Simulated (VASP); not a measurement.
# In (Im-3m) in VASP: further runs

The runs below take In through single point, with PBEsol.

Program: VASP 6.6.1. These are calculated values, not measurements. Logs are shortened: lines on timing, memory, paths and dates and some standing lists are left out, and cuts for length are marked.

## Step 1: The cell of the first run

The structure is cubic, space group Im-3m (No. 229). Conventional cell: a = 3.359 Å, b = 3.359 Å, c = 3.359 Å, α = 90.00°, β = 90.00°, γ = 90.00°. Within 3.8 Å of In (site symmetry m-3m) lie 14 In at 2.91 to 3.36 Å.

## Step 2: Single point, PBEsol

The input, INCAR:

```
SYSTEM = In
PREC     = Accurate       ! precision mode
ENCUT    = 520            ! plane-wave cutoff, eV
EDIFF    = 1E-6           ! SCF threshold, eV
ISMEAR   = -1             ! smearing method
SIGMA    = 0.05           ! smearing width, eV
LREAL    = .FALSE.        ! projectors in reciprocal space
LASPH    = .TRUE.         ! aspherical terms in the spheres
NELM     = 80             ! most SCF steps
ALGO     = Fast           ! electronic algorithm
ISIF     = 2              ! what is computed and relaxed
LWAVE    = .FALSE.        ! write WAVECAR
LCHARG   = .FALSE.        ! write CHGCAR
GGA      = PS             ! functional
NBANDS   = 12             ! bands
```

The input, KPOINTS:

```
Automatic mesh
0
G
  10 10 10
  0 0 0
```

The input, POSCAR:

```
In
1.0
   -1.6795542328      1.6795542328      1.6795542328
    1.6795542328     -1.6795542328      1.6795542328
    1.6795542328      1.6795542328     -1.6795542328
In
1
Direct
    0.0000000000      0.0000000000      0.0000000000
```

Potentials or basis: VASP PAW PBE potentials, release 64 (In_d).

The run is started by

```
$ cat potpaw_PBE.64/In_d/POTCAR > POTCAR
$ mpirun -np 1 vasp_std > vasp.out
```

OUTCAR:

```text
SYSTEM = In
   PREC = Accurate
   ENCUT = 520
   EDIFF = 1E-6
   ISMEAR = -1
   LREAL = .FALSE.
   LASPH = .TRUE.
   NELM = 80
   ISIF = 2
   GGA = PS

 ion  position               nearest neighbor table
   1  0.000  0.000  0.000-

  LATTYP: Found a body centered cubic cell.
 ALAT       =     3.3591084656

  Lattice vectors:

 A1 = (  -1.6795542328,   1.6795542328,   1.6795542328)
 A2 = (   1.6795542328,  -1.6795542328,   1.6795542328)
 A3 = (   1.6795542328,   1.6795542328,  -1.6795542328)

Analysis of symmetry for initial positions (statically):
=====================================================================
 Subroutine PRICEL returns:
 Original cell was already a primitive cell.

 Routine SETGRP: Setting up the symmetry group for a
 body centered cubic supercell.

 Subroutine GETGRP returns: Found 48 space group operations
 (whereof 48 operations were pure point group operations)
 out of a pool of 48 trial point group operations.

The static configuration has the point symmetry O_h .

Analysis of symmetry for dynamics (positions and initial velocities):
=====================================================================
 Subroutine PRICEL returns:
 Original cell was already a primitive cell.

 Routine SETGRP: Setting up the symmetry group for a
 body centered cubic supercell.

 Subroutine GETGRP returns: Found 48 space group operations
 (whereof 48 operations were pure point group operations)
 out of a pool of 48 trial point group operations.

The dynamic configuration has the point symmetry O_h .

 Subroutine INISYM returns: Found 48 space group operations
 (whereof 48 operations are pure point group operations),
 and found     1 'primitive' translations

----------------------------------------------------------------------------------------

                                     Primitive cell

  volume of cell :      18.9514

  direct lattice vectors                    reciprocal lattice vectors
    -1.679554233  1.679554233  1.679554233     0.000000000  0.297698038  0.297698038
     1.679554233 -1.679554233  1.679554233     0.297698038  0.000000000  0.297698038
     1.679554233  1.679554233 -1.679554233     0.297698038  0.297698038  0.000000000

  length of vectors
     2.909073265  2.909073265  2.909073265     0.421008603  0.421008603  0.421008603

  position of ions in fractional coordinates (direct lattice)
     0.000000000  0.000000000  0.000000000

  ion indices of the primitive-cell ions
   primitive index   ion index
                 1           1

----------------------------------------------------------------------------------------

 KPOINTS: Automatic mesh

Automatic generation of k-mesh.
 Grid dimensions read from file:
 generate k-points for:   10   10   10

 Generating k-lattice:

  Cartesian coordinates                     Fractional coordinates (reciprocal lattice)
     0.000000000  0.029769804  0.029769804     0.100000000  0.000000000  0.000000000
     0.029769804  0.000000000  0.029769804     0.000000000  0.100000000  0.000000000
     0.029769804  0.029769804  0.000000000     0.000000000  0.000000000  0.100000000

  Length of vectors
     0.042100860  0.042100860  0.042100860

  Shift w.r.t. Gamma in fractional coordinates (k-lattice)
     0.000000000  0.000000000  0.000000000

 Subroutine IBZKPT returns following result:
 ===========================================

 Found     47 irreducible k-points:

 Following reciprocal coordinates:
            Coordinates               Weight
  0.000000  0.000000  0.000000      1.000000
  0.100000  0.000000  0.000000     12.000000
  0.200000  0.000000  0.000000     12.000000
  0.300000  0.000000  0.000000     12.000000
  0.400000  0.000000  0.000000     12.000000
  0.500000  0.000000  0.000000      6.000000
[... 16 lines left out ...]
  0.300000  0.300000  0.100000      8.000000
 -0.300000  0.300000  0.100000     24.000000
 [... further k-points ...]
   k-points           NKPTS =     47   k-points in BZ     NKDIM =     47   number of bands    NBANDS=     12
   number of dos      NEDOS =    301   number of ions     NIONS =      1
   total plane-waves  NPLWV =  13824
   dimension x,y,z NGX =    24 NGY =   24 NGZ =   24
   dimension x,y,z NGXF=    48 NGYF=   48 NGZF=   48
   ions per type =               1
   NGX,Y,Z   is equivalent  to a cutoff of  13.72, 13.72, 13.72 a.u.
   NGXF,Y,Z  is equivalent  to a cutoff of  27.43, 27.43, 27.43 a.u.
 SYSTEM =  In
   PREC   = accura    normal or accurate (medium, high low for compatibility)
   ISTART =      0    job   : 0-new  1-cont  2-samecut
   ICHARG =      2    charge: 1-file 2-atom 10-const
   ISPIN  =      1    spin polarized calculation?
   LNONCOLLINEAR =      F non collinear calculations
   LSORBIT =      F    spin-orbit coupling
   LASPH  =      T    aspherical Exc in radial PAW
   ENCUT  =  520.0 eV  38.22 Ry    6.18 a.u.   5.41  5.41  5.41*2*pi/ulx,y,z
   NELM   =     80;   NELMIN=  2; NELMDL= -5     # of ELM steps
   EDIFF  = 0.1E-05   stopping-criterion for ELM
   LREAL  =      F    real-space projection
   EDIFFG = 0.1E-04   stopping-criterion for IOM
   NSW    =      0    number of steps for IOM
   IBRION =     -1    ionic relax: 0-MD 1-quasi-New 2-CG
   NFREE  =      0    steps in history (QN), initial steepest desc. (CG)
   ISIF   =      2    stress and relaxation
   ISYM   =      2    0-nonsym 1-usesym 2-fastsym
   POTIM  = 0.5000    time-step for ionic-motion
   TEBEG  =    0.0;   TEEND  =   0.0 temperature during run
   PSTRESS=    0.0 pullay stress
   NELECT =      13.0000    total number of electrons
   NUPDOWN=      -1.0000    fix difference up-down
   EMIN   =  10.00;   EMAX   =-10.00  energy-range for DOS
   EFERMI =   0.00;   METHOD = LEGACY
   ISMEAR =    -1;   SIGMA  =   0.05  broadening in eV -4-tet -1-fermi 0-gaus
   EFERMI_NEDOS =   21; number of points for ismear=-14 and -15
   IALGO  =     68    algorithm
   IMIX   =      4    mixing-type and parameters
     AMIX     =   0.40;   BMIX     =  1.00
     AMIX_MAG =   1.60;   BMIX_MAG =  1.00
  volume/ion in A,a.u.               =      18.95       127.89
  Fermi-wavevector in a.u.,A,eV,Ry     =   1.443805  2.728396 28.362342  2.084573
  Thomas-Fermi vector in A             =   2.562171
   LORBIT       =      0    0 simple, 1 ext, 2 COOP (PROOUT), +10 PAW based schemes
   GGA     = PS    functional components
   LHFCALC =     F    Hartree Fock is set to
   AEXX    =    0.0000 exact exchange contribution
   IVDW    =     0    specifies the selected vdW correction
   LEPSILON=     F    determine dielectric tensor
   LRPA    =     F    only Hartree local field effects (RPA)
 non-spin polarized calculation
 RMM-DIIS sequential band-by-band and
  energy-cutoff  :      520.00
  volume of cell :       18.95
 maximum number of plane-waves:       531
 NGX is ok and might be reduce to    24
   NGX = 11   NGY = 11   NGZ = 11

 number of electron      12.9999992 magnetization

 Free energy of the ion-electron system (eV)
  ---------------------------------------------------
  ext. energy  EPLUGINS =         0.00000000
  ---------------------------------------------------
  free energy    TOTEN  =        -2.51041558 eV

  energy without entropy =       -2.50813361  energy(sigma->0) =       -2.50927459

 E-fermi :  11.7502     XC(G=0): -12.0415

 val. band max:       11.5370029439   @ k =   0.3000   0.2000   0.0000
 cond. band min:      11.8046173613   @ k =   0.5000   0.5000   0.4000
 fundamental gap:      0.2676144174
 Fermi energy:        11.7502247486

 k-point     1 :       0.0000    0.0000    0.0000
  band No.  band energies     occupation
      1      -3.5335      2.00000
      2      -3.5335      2.00000
      3      -3.5335      2.00000
      4      -2.9220      2.00000
      5      -2.9220      2.00000
      6      -0.4902      2.00000
      7      25.5031      0.00000
      8      25.5031      0.00000
      9      25.5031      0.00000
     10      26.9164      0.00000
     11      26.9164      0.00000
     12      26.9164      0.00000

 k-point     2 :       0.1000    0.0000    0.0000
  band No.  band energies     occupation
      1      -3.5608      2.00000
      2      -3.5194      2.00000
      3      -3.4448      2.00000
      4      -2.9504      2.00000
      5      -2.9216      2.00000
      6      -0.1898      2.00000
      7      23.0922      0.00000
      8      24.7709      0.00000
      9      25.2229      0.00000
     10      25.3204      0.00000
     11      25.8323      0.00000
     12      26.5061      0.00000

 k-point     3 :       0.2000    0.0000    0.0000
  band No.  band energies     occupation
      1      -3.6316      2.00000
      2      -3.5245      2.00000
      3      -3.2058      2.00000
      4      -3.0018      2.00000
      5      -2.9198      2.00000
      6       0.7389      2.00000
      7      18.7584      0.00000
      8      22.8983      0.00000
      9      22.9838      0.00000
     10      24.6967      0.00000
     11      25.2559      0.00000
     12      27.4510      0.00000
[... 286 lines left out ...]
 k-point    23 :       0.3000    0.3000    0.1000
  band No.  band energies     occupation
      1      -3.7030      2.00000
      2      -3.2583      2.00000
      3      -3.2583      2.00000
      4      -2.9013      2.00000
      5      -2.9013      2.00000
      6       9.6471      2.00000
      7      10.3158      2.00000
      8      10.3158      2.00000
      9      15.9094      0.00000
     10      30.4386      0.00000
     11      30.4386      0.00000
     12      34.3845      0.00000

 k-point    24 :      -0.3000    0.3000    0.1000
  band No.  band energies     occupation
      1      -3.6228      2.00000
      2      -3.5471      2.00000
      3      -3.0985      2.00000
      4      -2.9585      2.00000
      5      -2.9099      2.00000
      6       2.6358      2.00000
      7      14.8190      0.00000
      8      19.6307      0.00000
      9      20.5050      0.00000
     10      25.0534      0.00000
     11      25.9154      0.00000
     12      27.0187      0.00000

 [... further k-points ...]
[... 5 lines left out ...]
  --------------------------------------------------------------------------------------
  -------------------------------------------------------------------------------------
  Total        3.5867189      3.5867189      3.5867189     -0.0000000     -0.0000000     -0.0000000
  in kB      303.2255821    303.2255821    303.2255821     -0.0000000     -0.0000000     -0.0000000
  external PRESSURE =     303.2255821 kB  Pullay stress =       0.0000000 kB

 VOLUME and BASIS-vectors are now :
 -----------------------------------------------------------------------------
  energy-cutoff  :      520.00
  volume of cell :       18.95
      direct lattice vectors                 reciprocal lattice vectors
    -1.679554233  1.679554233  1.679554233     0.000000000  0.297698038  0.297698038
     1.679554233 -1.679554233  1.679554233     0.297698038  0.000000000  0.297698038
     1.679554233  1.679554233 -1.679554233     0.297698038  0.297698038  0.000000000

 POSITION                                       TOTAL-FORCE (eV/Angst)
 -----------------------------------------------------------------------------------
      0.00000      0.00000      0.00000         0.000000     -0.000000      0.000000
 -----------------------------------------------------------------------------------
    total drift:                                0.000000      0.000000      0.000000

  FREE ENERGIE OF THE ION-ELECTRON SYSTEM (eV)
  ---------------------------------------------------
  free  energy   TOTEN  =        -2.5104155761 eV

  energy  without entropy=       -2.5081336123  energy(sigma->0) =       -2.50927459
```

Wall time 8.2 s (1 thread of Intel Xeon Platinum 8375C at 2.90GHz (Ice Lake), shared host); peak memory 0.14 GiB.

Results:

```
Free energy : -2.5104 eV
Pressure    : 30.3 GPa
```

Caveat: the PAW data sets were made with another functional, which shifts forces and pressure a little; spin-orbit coupling is left out, which moves the levels of the heavy elements.

## Step 3: Single point, PBEsol

This run uses another cell than the first one, of 20.22 Å³/atom, 1.067 times its volume.

The input, INCAR:

```
SYSTEM = In
  PREC = Accurate
  ENCUT = 520
  EDIFF = 1E-6
  ISMEAR = -1
  SIGMA = 0.05
  LREAL = .FALSE.
  LASPH = .TRUE.
  NELM = 60
  ALGO = Normal
  ISIF = 2
  LWAVE = .FALSE.
  LCHARG = .FALSE.
  GGA = PS
  NBANDS = 12
```

KPOINTS is that of step 2.

The input, POSCAR:

```
In
1.0
   -1.7162035059      1.7162035059      1.7162035059
    1.7162035059     -1.7162035059      1.7162035059
    1.7162035059      1.7162035059     -1.7162035059
In
1
Direct
    0.0000000000      0.0000000000      0.0000000000
```

Potentials or basis: VASP PAW PBE potentials, release 64 (In_d).

The run is started by

```
$ cat potpaw_PBE.64/In_d/POTCAR > POTCAR
$ mpirun -np 1 vasp_std > vasp.out
```

OUTCAR:

```text
SYSTEM = In
   PREC = Accurate
   ENCUT = 520
   EDIFF = 1E-6
   ISMEAR = -1
   LREAL = .FALSE.
   LASPH = .TRUE.
   NELM = 60
   ISIF = 2
   GGA = PS

 ion  position               nearest neighbor table
   1  0.000  0.000  0.000-

  LATTYP: Found a body centered cubic cell.
 ALAT       =     3.4324070118

  Lattice vectors:

 A1 = (  -1.7162035059,   1.7162035059,   1.7162035059)
 A2 = (   1.7162035059,  -1.7162035059,   1.7162035059)
 A3 = (   1.7162035059,   1.7162035059,  -1.7162035059)

Analysis of symmetry for initial positions (statically):
=====================================================================
 Subroutine PRICEL returns:
 Original cell was already a primitive cell.

 Routine SETGRP: Setting up the symmetry group for a
 body centered cubic supercell.

 Subroutine GETGRP returns: Found 48 space group operations
 (whereof 48 operations were pure point group operations)
 out of a pool of 48 trial point group operations.

The static configuration has the point symmetry O_h .

Analysis of symmetry for dynamics (positions and initial velocities):
=====================================================================
 Subroutine PRICEL returns:
 Original cell was already a primitive cell.

 Routine SETGRP: Setting up the symmetry group for a
 body centered cubic supercell.

 Subroutine GETGRP returns: Found 48 space group operations
 (whereof 48 operations were pure point group operations)
 out of a pool of 48 trial point group operations.

The dynamic configuration has the point symmetry O_h .

 Subroutine INISYM returns: Found 48 space group operations
 (whereof 48 operations are pure point group operations),
 and found     1 'primitive' translations

----------------------------------------------------------------------------------------

[... 109 lines left out ...]
     AMIX     =   0.40;   BMIX     =  1.00
     AMIX_MAG =   1.60;   BMIX_MAG =  1.00
  volume/ion in A,a.u.               =      20.22       136.45
  Fermi-wavevector in a.u.,A,eV,Ry     =   1.412973  2.670132 27.163929  1.996492
  Thomas-Fermi vector in A             =   2.534666
   LORBIT       =      0    0 simple, 1 ext, 2 COOP (PROOUT), +10 PAW based schemes
   GGA     = PS    functional components
   LHFCALC =     F    Hartree Fock is set to
   AEXX    =    0.0000 exact exchange contribution
   IVDW    =     0    specifies the selected vdW correction
   LEPSILON=     F    determine dielectric tensor
   LRPA    =     F    only Hartree local field effects (RPA)
 non-spin polarized calculation
  energy-cutoff  :      520.00
  volume of cell :       20.22
 maximum number of plane-waves:       563
 NGX is ok and might be reduce to    24
   NGX = 11   NGY = 11   NGZ = 11

 number of electron      13.0000007 magnetization

 Free energy of the ion-electron system (eV)
  ---------------------------------------------------
  ext. energy  EPLUGINS =         0.00000000
  ---------------------------------------------------
  free energy    TOTEN  =        -2.70710668 eV

  energy without entropy =       -2.70504062  energy(sigma->0) =       -2.70607365

 E-fermi :  10.7316     XC(G=0): -11.6968

 val. band max:       10.4954742494   @ k =   0.3000   0.2000   0.0000
 cond. band min:      10.7799608031   @ k =  -0.4000   0.4000   0.2000
 fundamental gap:      0.2844865537
 Fermi energy:        10.7315595037

 k-point     1 :       0.0000    0.0000    0.0000
  band No.  band energies     occupation
      1      -4.3466      2.00000
      2      -4.3466      2.00000
      3      -4.3466      2.00000
      4      -3.8197      2.00000
      5      -3.8197      2.00000
      6      -0.8874      2.00000
      7      24.3889      0.00000
      8      24.3889      0.00000
      9      24.3889      0.00000
     10      25.0004      0.00000
     11      25.0004      0.00000
     12      25.0004      0.00000
[... 331 lines left out ...]
 k-point    24 :      -0.3000    0.3000    0.1000
  band No.  band energies     occupation
      1      -4.4193      2.00000
      2      -4.3415      2.00000
      3      -3.9684      2.00000
      4      -3.8497      2.00000
      5      -3.8092      2.00000
      6       2.0635      2.00000
      7      13.6400      0.00000
      8      18.2460      0.00000
      9      19.2317      0.00000
     10      23.5540      0.00000
     11      24.4303      0.00000
     12      25.4763      0.00000

 [... further k-points ...]
[... 5 lines left out ...]
  --------------------------------------------------------------------------------------
  -------------------------------------------------------------------------------------
  Total        2.5192042      2.5192042      2.5192042      0.0000000      0.0000000     -0.0000000
  in kB      199.6216363    199.6216363    199.6216363      0.0000000      0.0000000     -0.0000000
  external PRESSURE =     199.6216363 kB  Pullay stress =       0.0000000 kB

 VOLUME and BASIS-vectors are now :
 -----------------------------------------------------------------------------
  energy-cutoff  :      520.00
  volume of cell :       20.22
      direct lattice vectors                 reciprocal lattice vectors
    -1.716203506  1.716203506  1.716203506     0.000000000  0.291340740  0.291340740
     1.716203506 -1.716203506  1.716203506     0.291340740  0.000000000  0.291340740
     1.716203506  1.716203506 -1.716203506     0.291340740  0.291340740  0.000000000

 POSITION                                       TOTAL-FORCE (eV/Angst)
 -----------------------------------------------------------------------------------
      0.00000      0.00000      0.00000         0.000000      0.000000      0.000000
 -----------------------------------------------------------------------------------
    total drift:                                0.000000      0.000000      0.000000

  FREE ENERGIE OF THE ION-ELECTRON SYSTEM (eV)
  ---------------------------------------------------
  free  energy   TOTEN  =        -2.7071066832 eV

  energy  without entropy=       -2.7050406162  energy(sigma->0) =       -2.70607365
```

stdout:

```text
POSCAR found type information on POSCAR In
 POSCAR found :  1 types and       1 ions
 scaLAPACK will be used
 -----------------------------------------------------------------------------
|                                                                             |
|                                                                             |
|     You enforced a specific xc type in the INCAR file but a different       |
|     I HOPE YOU KNOW WHAT YOU ARE DOING!                                     |
|                                                                             |
 -----------------------------------------------------------------------------

 LDA part: xc-table for (Slater+PW92), standard interpolation
 POSCAR, INCAR and KPOINTS ok, starting setup
 FFT: planning ... GRIDC
 FFT: planning ... GRID_SOFT
 FFT: planning ... GRID
 WAVECAR not read
 entering main loop
```

Run time: 5.1 s. Hardware: 1 thread of Intel Xeon Platinum 8375C at 2.90GHz (Ice Lake), shared host; peak memory 0.13 GiB.

Results:

```
Free energy : -2.7071 eV
Pressure    : 20.0 GPa
```

Levels at points of the mesh, in eV from the Fermi level:
| k point | band 3 | band 4 | band 5 | band 6 | band 7 | band 8 | band 9 | band 10 |
| --- | --- | --- | --- | --- | --- | --- | --- | --- |
| (0.00, 0.00, 0.00) | -15.08 | -14.55 | -14.55 | -11.62 | 13.66 | 13.66 | 13.66 | 14.27 |
| (0.50, 0.00, 0.00) | -14.58 | -14.54 | -14.21 | -4.45 | -3.94 | 7.17 | 8.14 | 11.69 |
| (0.50, 0.50, 0.50) | -14.30 | -14.30 | -14.30 | 1.17 | 1.17 | 1.17 | 3.11 | 5.83 |

Caveat: the PAW data sets were made with another functional, which shifts forces and pressure a little; spin-orbit coupling is left out, which moves the levels of the heavy elements.

[end of part 1 of 2]
